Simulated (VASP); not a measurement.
# BW16 (a cell with a defect) in VASP: a series of runs

The runs below take BW16 (a cell with a defect) through single point, with LDA.

Program: VASP 6.6.1. These are calculated values, not measurements. Logs are shortened: lines on timing, memory, paths and dates and some standing lists are left out, and cuts for length are marked.

### Step 1. The cell of the first run

The cell holds a defect, 17 atoms: a = 6.320 Å, b = 6.320 Å, c = 6.320 Å, α = 90.00°, β = 90.00°, γ = 90.00°.

### Step 2. Single point, LDA

INCAR

```
PREC = Accurate
ENCUT = 520
EDIFF = 1E-6
ISMEAR = 0
SIGMA = 0.05
LREAL = Auto
LASPH = T
NELM = 80
ALGO = Normal
ISIF = 2
LWAVE = F
LCHARG = F
GGA = CA
NBANDS = 128
```

KPOINTS

```
regular mesh
0
Gamma
  3 3 3
```

POSCAR

```
BW16
1.0
    6.3200000000      0.0000000000      0.0000000000
    0.0000000000      6.3200000000      0.0000000000
    0.0000000000      0.0000000000      6.3200000000
W B
16 1
Direct
   -0.0001194620      0.0024552215      0.0093919304
    0.4998873418     -0.0095142405     -0.0024909810
   -0.0001216772      0.4981457278      0.0093792722
   -0.0000924051      0.0024218354      0.5051367089
    0.3033150316      0.2503156646      0.2570862342
    0.4998860759      0.5101371835     -0.0024952532
    0.4998955696     -0.0095166139      0.5170984177
    0.6964658228      0.2502898734      0.2574924051
   -0.0000946203      0.4981822785      0.5051463608
    0.2513825949      0.7503044304      0.2573272152
    0.2514444620      0.2503080696      0.7571726266
    0.4998946203      0.5101299051      0.5170965190
    0.7483976266      0.7502916139      0.2572876582
    0.7483340190      0.2503104430      0.7573748418
    0.2462550633      0.7503085443      0.7573344937
    0.7535370253      0.7503123418      0.7572691456
    0.9998908228      0.2502947785      0.2572813291
```

Potentials or basis: VASP PAW LDA potentials, release 64 (W_sv, B).

Launch:

```
> cat potpaw_LDA.64/W_sv/POTCAR potpaw_LDA.64/B/POTCAR > POTCAR
> mpirun -np 1 vasp_std > vasp.out
```

OUTCAR:

```text
PREC = Accurate
   ENCUT = 520
   EDIFF = 1E-6
   ISMEAR = 0
   LREAL = Auto
   LASPH = T
   NELM = 80
   ISIF = 2
   GGA = CA

 ion  position               nearest neighbor table
   1  1.000  0.002  0.009-  17 2.22  15 2.74  16 2.74  14 2.74  13 2.74  10 2.74  11 2.74   5 2.93
                             8 2.93   3 3.13   4 3.13   2 3.16   2 3.16   4 3.19   3 3.19
   2  0.500  0.990  0.998-   5 2.63   8 2.63  15 2.68  16 2.68  14 2.73  13 2.73  10 2.73  11 2.73
                             6 3.04   7 3.04   1 3.16   1 3.16   7 3.28   6 3.28
   3  1.000  0.498  0.009-  17 2.22  15 2.74  16 2.74  14 2.74  13 2.74  10 2.74  11 2.74   5 2.93
                             8 2.93   1 3.13   9 3.13   6 3.16   6 3.16   9 3.19   1 3.19
   4  1.000  0.002  0.505-  17 2.22  16 2.74  15 2.74  10 2.74  11 2.74  13 2.74  14 2.74   8 2.93
                             5 2.93   1 3.13   9 3.13   7 3.16   7 3.16   9 3.19   1 3.19
   5  0.303  0.250  0.257-  17 1.92   8 2.48   6 2.63   2 2.63  12 2.63   7 2.63   3 2.93   1 2.93
                             9 2.93   4 2.93  11 3.18  10 3.18  10 3.18  11 3.18
   6  0.500  0.510  0.998-   5 2.63   8 2.63  15 2.68  16 2.68  14 2.73  13 2.73  10 2.73  11 2.73
                             2 3.04  12 3.04   3 3.16   3 3.16  12 3.28   2 3.28
   7  0.500  0.990  0.517-   8 2.63   5 2.63  16 2.68  15 2.68  11 2.73  10 2.73  13 2.73  14 2.73
                            12 3.04   2 3.04   4 3.16   4 3.16   2 3.28  12 3.28
   8  0.696  0.250  0.257-  17 1.92   5 2.48   7 2.63  12 2.63   2 2.63   6 2.63   4 2.93   9 2.93
                             1 2.93   3 2.93  14 3.18  13 3.18  13 3.18  14 3.18
   9  1.000  0.498  0.505-  17 2.22  16 2.74  15 2.74  10 2.74  11 2.74  13 2.74  14 2.74   8 2.93
                             5 2.93   4 3.13   3 3.13  12 3.16  12 3.16   3 3.19   4 3.19
  10  0.251  0.750  0.257-  12 2.73   7 2.73   6 2.73   2 2.73   4 2.74   9 2.74   1 2.74   3 2.74
                            13 3.14  15 3.16  15 3.16   5 3.18   5 3.18  13 3.18
  11  0.251  0.250  0.757-  12 2.73   7 2.73   2 2.73   6 2.73   9 2.74   4 2.74   3 2.74   1 2.74
                            14 3.14  15 3.16  15 3.16   5 3.18   5 3.18  14 3.18
  12  0.500  0.510  0.517-   8 2.63   5 2.63  16 2.68  15 2.68  11 2.73  10 2.73  13 2.73  14 2.73
                             7 3.04   6 3.04   9 3.16   9 3.16   6 3.28   7 3.28
  13  0.748  0.750  0.257-   6 2.73  12 2.73   2 2.73   7 2.73   9 2.74   4 2.74   3 2.74   1 2.74
                            10 3.14  16 3.16  16 3.16   8 3.18   8 3.18  10 3.18
  14  0.748  0.250  0.757-   6 2.73   2 2.73  12 2.73   7 2.73   3 2.74   1 2.74   9 2.74   4 2.74
                            11 3.14  16 3.16  16 3.16   8 3.18   8 3.18  11 3.18
  15  0.246  0.750  0.757-   6 2.68   2 2.68   7 2.68  12 2.68   1 2.74   3 2.74   4 2.74   9 2.74
                            16 3.11  10 3.16  11 3.16  11 3.16  10 3.16  16 3.21
  16  0.754  0.750  0.757-   7 2.68  12 2.68   6 2.68   2 2.68   1 2.74   4 2.74   3 2.74   9 2.74
                            15 3.11  13 3.16  14 3.16  14 3.16  13 3.16  15 3.21
  17  1.000  0.250  0.257-   5 1.92   8 1.92   4 2.22   1 2.22   9 2.22   3 2.22

  LATTYP: Found a simple cubic cell.
 ALAT       =     6.3200000000

  Lattice vectors:

 A1 = (   6.3200000000,   0.0000000000,   0.0000000000)
 A2 = (   0.0000000000,   6.3200000000,   0.0000000000)
 A3 = (   0.0000000000,   0.0000000000,   6.3200000000)

Analysis of symmetry for initial positions (statically):
=====================================================================
 Subroutine PRICEL returns:
 Original cell was already a primitive cell.

 Routine SETGRP: Setting up the symmetry group for a
 simple cubic supercell.

 Subroutine GETGRP returns: Found  1 space group operations
 (whereof  1 operations were pure point group operations)
 out of a pool of 48 trial point group operations.

The static configuration has the point symmetry C_1 .

Analysis of symmetry for dynamics (positions and initial velocities):
=====================================================================
 Subroutine PRICEL returns:
 Original cell was already a primitive cell.

 Routine SETGRP: Setting up the symmetry group for a
 simple cubic supercell.

 Subroutine GETGRP returns: Found  1 space group operations
 (whereof  1 operations were pure point group operations)
 out of a pool of 48 trial point group operations.

The dynamic configuration has the point symmetry C_1 .

 Subroutine INISYM returns: Found  1 space group operations
 (whereof  1 operations are pure point group operations),
 and found     1 'primitive' translations

----------------------------------------------------------------------------------------

                                     Primitive cell

  volume of cell :     252.4360

  direct lattice vectors                    reciprocal lattice vectors
     6.320000000  0.000000000  0.000000000     0.158227848  0.000000000  0.000000000
[... 67 lines left out ...]
 ===========================================

 Found     14 irreducible k-points:

 Following reciprocal coordinates:
            Coordinates               Weight
  0.000000  0.000000  0.000000      1.000000
  0.333333  0.000000  0.000000      2.000000
  0.000000  0.333333  0.000000      2.000000
  0.000000  0.000000  0.333333      2.000000
  0.333333  0.333333  0.000000      2.000000
  0.000000  0.333333  0.333333      2.000000
  0.333333  0.000000  0.333333      2.000000
 -0.333333  0.333333  0.000000      2.000000
 -0.333333  0.000000  0.333333      2.000000
  0.000000 -0.333333  0.333333      2.000000
  0.333333  0.333333  0.333333      2.000000
 -0.333333  0.333333  0.333333      2.000000
 -0.333333 -0.333333  0.333333      2.000000
  0.333333 -0.333333  0.333333      2.000000
   k-points           NKPTS =     14   k-points in BZ     NKDIM =     14   number of bands    NBANDS=    128
   number of dos      NEDOS =    301   number of ions     NIONS =     17
   total plane-waves  NPLWV = 110592
   dimension x,y,z NGX =    48 NGY =   48 NGZ =   48
   dimension x,y,z NGXF=    96 NGYF=   96 NGZF=   96
   ions per type =              16   1
   NGX,Y,Z   is equivalent  to a cutoff of  12.63, 12.63, 12.63 a.u.
   NGXF,Y,Z  is equivalent  to a cutoff of  25.25, 25.25, 25.25 a.u.
 SYSTEM =  unknown system
   PREC   = accura    normal or accurate (medium, high low for compatibility)
   ISTART =      0    job   : 0-new  1-cont  2-samecut
   ICHARG =      2    charge: 1-file 2-atom 10-const
   ISPIN  =      1    spin polarized calculation?
   LNONCOLLINEAR =      F non collinear calculations
   LSORBIT =      F    spin-orbit coupling
   LASPH  =      T    aspherical Exc in radial PAW
   ENCUT  =  520.0 eV  38.22 Ry    6.18 a.u.  11.75 11.75 11.75*2*pi/ulx,y,z
   NELM   =     80;   NELMIN=  2; NELMDL= -5     # of ELM steps
   EDIFF  = 0.1E-05   stopping-criterion for ELM
   LREAL  =      T    real-space projection
   EDIFFG = 0.1E-04   stopping-criterion for IOM
   NSW    =      0    number of steps for IOM
   IBRION =     -1    ionic relax: 0-MD 1-quasi-New 2-CG
   NFREE  =      0    steps in history (QN), initial steepest desc. (CG)
   ISIF   =      2    stress and relaxation
   ISYM   =      2    0-nonsym 1-usesym 2-fastsym
   POTIM  = 0.5000    time-step for ionic-motion
   TEBEG  =    0.0;   TEEND  =   0.0 temperature during run
   PSTRESS=    0.0 pullay stress
   NELECT =     227.0000    total number of electrons
   NUPDOWN=      -1.0000    fix difference up-down
   EMIN   =  10.00;   EMAX   =-10.00  energy-range for DOS
   EFERMI =   0.00;   METHOD = LEGACY
   ISMEAR =     0;   SIGMA  =   0.05  broadening in eV -4-tet -1-fermi 0-gaus
   EFERMI_NEDOS =   21; number of points for ismear=-14 and -15
   IALGO  =     38    algorithm
   IMIX   =      4    mixing-type and parameters
     AMIX     =   0.40;   BMIX     =  1.00
     AMIX_MAG =   1.60;   BMIX_MAG =  1.00
  volume/ion in A,a.u.               =      14.85       100.21
  Fermi-wavevector in a.u.,A,eV,Ry     =   1.580155  2.986060 33.972251  2.496890
  Thomas-Fermi vector in A             =   2.680426
   LORBIT       =      0    0 simple, 1 ext, 2 COOP (PROOUT), +10 PAW based schemes
   GGA     = CA    functional components
   LHFCALC =     F    Hartree Fock is set to
   AEXX    =    0.0000 exact exchange contribution
   IVDW    =     0    specifies the selected vdW correction
   LEPSILON=     F    determine dielectric tensor
   LRPA    =     F    only Hartree local field effects (RPA)
 non-spin polarized calculation
 Gauss-broadening in eV      SIGMA  =   0.05
  energy-cutoff  :      520.00
  volume of cell :      252.44
 maximum number of plane-waves:      6859
   NGX = 23   NGY = 23   NGZ = 23

 number of electron     226.9999995 magnetization

 Free energy of the ion-electron system (eV)
  ---------------------------------------------------
  ext. energy  EPLUGINS =         0.00000000
  ---------------------------------------------------
  free energy    TOTEN  =      -230.85072755 eV

  energy without entropy =     -230.84050569  energy(sigma->0) =     -230.84561662

 E-fermi :  11.5678     XC(G=0): -13.9465

 val. band max:       11.5164009133   @ k =   0.3333   0.0000   0.3333
 cond. band min:      11.5840411409   @ k =   0.0000   0.3333   0.0000
 fundamental gap:      0.0676402276
 Fermi energy:        11.5677711445

 k-point     1 :       0.0000    0.0000    0.0000
  band No.  band energies     occupation
      1     -62.0813      2.00000
      2     -62.0036      2.00000
      3     -62.0036      2.00000
      4     -61.9938      2.00000
      5     -61.9686      2.00000
      6     -61.9599      2.00000
[... 1781 lines left out ...]
    124      13.4381      0.00000
    125      13.6446      0.00000
 [bands above 125 left out]

------------------------ aborting loop because EDIFF is reached ----------------------------------------

  FORCE on cell =-STRESS in cart. coord.  units (eV):
  Direction    XX          YY          ZZ          XY          YZ          ZX
  --------------------------------------------------------------------------------------
  -------------------------------------------------------------------------------------
  Total       23.9542254      3.3113490      3.2972020      0.0010379      0.0004979     -0.0169414
  in kB      152.0342653     21.0166895     20.9269004      0.0065877      0.0031601     -0.1075250
  external PRESSURE =      64.6592851 kB  Pullay stress =       0.0000000 kB

 VOLUME and BASIS-vectors are now :
 -----------------------------------------------------------------------------
  energy-cutoff  :      520.00
  volume of cell :      252.44
      direct lattice vectors                 reciprocal lattice vectors
     6.320000000  0.000000000  0.000000000     0.158227848  0.000000000  0.000000000
     0.000000000  6.320000000  0.000000000     0.000000000  0.158227848  0.000000000
     0.000000000  0.000000000  6.320000000     0.000000000  0.000000000  0.158227848

 POSITION                                       TOTAL-FORCE (eV/Angst)
 -----------------------------------------------------------------------------------
      6.31925      0.01552      0.05936        -0.001382      0.005370      0.005183
      3.15929      6.25987      6.30426         0.005147     -0.005613     -0.013469
      6.31923      3.14828      0.05928        -0.001480     -0.004704      0.007242
      6.31942      0.01531      3.19246         0.001513      0.007535     -0.002394
      1.91695      1.58200      1.62479        -0.077979     -0.000704      0.019859
      3.15928      3.22407      6.30423         0.005610      0.006237     -0.013003
[... 9 lines left out ...]
      4.76235      4.74197      4.78594         0.025279     -0.000775      0.003280
      6.31931      1.58186      1.62602         0.000237      0.000939      0.002704
 -----------------------------------------------------------------------------------
    total drift:                               -0.001860      0.000100     -0.027707

  FREE ENERGIE OF THE ION-ELECTRON SYSTEM (eV)
  ---------------------------------------------------
  free  energy   TOTEN  =      -230.8507275535 eV

  energy  without entropy=     -230.8405056917  energy(sigma->0) =     -230.84561662
```

It took 13 min on 1 thread of AMD EPYC 7R43 (Zen 3), shared host; peak memory 0.4 GiB.

Results:

```
Free energy            : -230.8507 eV
Pressure               : 6.5 GPa
Largest force          : 0.080 eV/Å
Band gap on the k mesh : zero (an odd number of electrons rules out a gap without spin polarisation)
```

Forces on the atoms (eV/Å):
```
W   -0.001  0.005  0.005
W    0.005 -0.006 -0.013
W   -0.001 -0.005  0.007
W    0.002  0.008 -0.002
W   -0.078 -0.001  0.020
W    0.006  0.006 -0.013
W   -0.005 -0.008  0.009
W    0.077  0.002 -0.016
W    0.001 -0.007 -0.004
W    0.005 -0.001 -0.004
W   -0.002 -0.001  0.009
W   -0.004  0.008  0.008
W   -0.005  0.000  0.000
W    0.002 -0.001 -0.005
W   -0.026  0.000 -0.006
W    0.025 -0.001  0.003
B    0.000  0.001  0.003
```

Levels at points of the mesh, in eV from the Fermi level:
```
           k point  band 110  band 111  band 112  band 113  band 114  band 115  band 116  band 117
(0.00, 0.00, 0.00)     -0.49     -0.32     -0.32      0.20      0.68      0.72      0.72      0.73
```

Caveat: spin-orbit coupling is left out, which moves the levels of the heavy elements.

### Step 3. Single point, LDA

INCAR

```
PREC = Accurate ; ENCUT = 520
EDIFF = 1E-6 ; ISMEAR = 0
SIGMA = 0.05 ; LREAL = Auto
LASPH = True ; NELM = 80
ALGO = Normal ; ISIF = 2
LWAVE = False ; LCHARG = True
LELF = True ; LVHAR = True
NBANDS = 128
```

KPOINTS

```
Automatic mesh
0
Gamma
  3 3 3
```

POSCAR

```
BW16
1.0
    6.3200000000      0.0000000000      0.0000000000
    0.0000000000      6.3200000000      0.0000000000
    0.0000000000      0.0000000000      6.3200000000
W B
16 1
Direct
    0.0169617964     -0.0095744198      0.0003524194
    0.4970999152     -0.0095439057      0.0003870916
    0.0169855561      0.5102488463      0.0003512371
    0.0049030532      0.0024133877      0.5003700734
    0.2569933596      0.2503231108      0.2488063067
    0.4970574494      0.5102358133      0.0003863919
    0.5091727577      0.0024570642      0.5003138351
    0.7570229523      0.2503419710      0.1968710479
    0.0049153385      0.4982323188      0.5003701052
    0.2570260705      0.7503629595      0.2541121777
    0.2570557435      0.2503220747      0.7519125250
    0.5091107491      0.4982435456      0.5003150379
    0.7570323809      0.7503334619      0.2487390713
    0.7570377113      0.2503445638      0.8038360352
    0.2570553909      0.7503634354      0.7466022391
    0.7569876651      0.7503347861      0.7519791521
    0.7570190102      0.2503232862      0.5003398534
```

Potentials or basis: VASP PAW LDA potentials, release 64 (W_sv, B).

Launch:

```
> cat potpaw_LDA.64/W_sv/POTCAR potpaw_LDA.64/B/POTCAR > POTCAR
> mpirun -np 1 vasp_std > vasp.out
```

It took 11 min on 1 thread of Intel Xeon Platinum 8375C at 2.90GHz (Ice Lake), shared host; peak memory 0.44 GiB.

Results (log left out):

```
Free energy            : -230.8508 eV
Pressure               : 6.5 GPa
Largest force          : 0.085 eV/Å
Band gap on the k mesh : zero (an odd number of electrons rules out a gap without spin polarisation)
```

Forces in eV/Å, atoms in the order of the input:
```
W   -0.011  0.008 -0.001
W    0.008  0.006 -0.005
W   -0.016 -0.008 -0.001
W   -0.009  0.013  0.000
W    0.002  0.002  0.004
W    0.012 -0.007 -0.004
W    0.005  0.011  0.005
W    0.004  0.002  0.083
W   -0.012 -0.011  0.000
W   -0.001 -0.004  0.016
W   -0.002  0.002 -0.004
W    0.012 -0.013  0.005
W    0.001 -0.001  0.011
W    0.000  0.002 -0.085
W   -0.003 -0.003 -0.016
W    0.005 -0.001 -0.011
B    0.005  0.002  0.004
```

Stress tensor (GPa, compression positive):
```
 2.10  0.00  0.01
 0.00  2.10  0.00
 0.01  0.00 15.19
```

Levels at points of the mesh, in eV from the Fermi level:
```csv
k point,band 111,band 112,band 113,band 114,band 115,band 116
"(0.00, 0.00, 0.00)",-0.32,-0.32,0.20,0.68,0.72,0.72
```

Caveat: spin-orbit coupling is left out, which moves the levels of the heavy elements.
